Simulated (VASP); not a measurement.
Write the native input for VASP 6.6.1 that does the following.

- Task: single point
- Functional: PBE
- Dispersion: D3(BJ)
- Potentials or basis: VASP PAW PBE potentials, release 64 (B, O)
- Cutoff: 520 eV
- k mesh: 21 × 21 × 6
- Occupations: gaussian, width 0.15 eV
- Spin: no spin polarisation
- Dipole correction: no
- Further INCAR settings: ALGO = Fast; EDIFF = 1e-06; NBANDS = 21

The structure of B2O lies in POSCAR:

```
B2O
1.0
    2.4757595094      0.0000000000      0.0000000000
   -1.2378797547      2.1440706288      0.0000000000
    0.0000000000      0.0000000000      9.4122243756
B O
4 2
Direct
    0.0000000000      0.0000000000      0.4099026039
    0.0000000000      0.0000000000      0.5900973961
    0.6666666667      0.3333333333      0.0293462865
    0.3333333333      0.6666666667      0.9706537135
    0.6666666667      0.3333333333      0.3525784977
    0.3333333333      0.6666666667      0.6474215023
```

One way to write it, as run:

INCAR

```
PREC = Accurate
ENCUT = 520
EDIFF = 1E-6
ISMEAR = 0
SIGMA = 0.15
LREAL = False
LASPH = True
NELM = 80
ALGO = Fast
ISIF = 2
LWAVE = False
LCHARG = False
GGA = PE
IVDW = 12
NBANDS = 21
```

KPOINTS

```
regular mesh
0
Gamma
  21 21 6
```

Potentials or basis: VASP PAW PBE potentials, release 64 (B, O).

Command:

```bash
$ cat potpaw_PBE.64/B/POTCAR potpaw_PBE.64/O/POTCAR > POTCAR
$ mpirun -np 1 vasp_std > vasp.out
```

Results of the run:

```json
{"Pressure": "17.5 GPa", "Largest force": "1.152 eV/Å", "Band gap on the k mesh": "zero (bands 12 and 13 overlap by 4.36 eV)", "Dispersion energy per atom": "-0.145 eV"}
```

Caveat: the stress differs along the axes, from 11 to 21 GPa; forces of over 1 eV/Å act on the atoms, so gaps and moduli don't describe the material at rest.

Wall time 7.3 min on 1 thread of Oxide Virtual Turin-like Processor, on a shared host, peak memory 0.3 GiB.
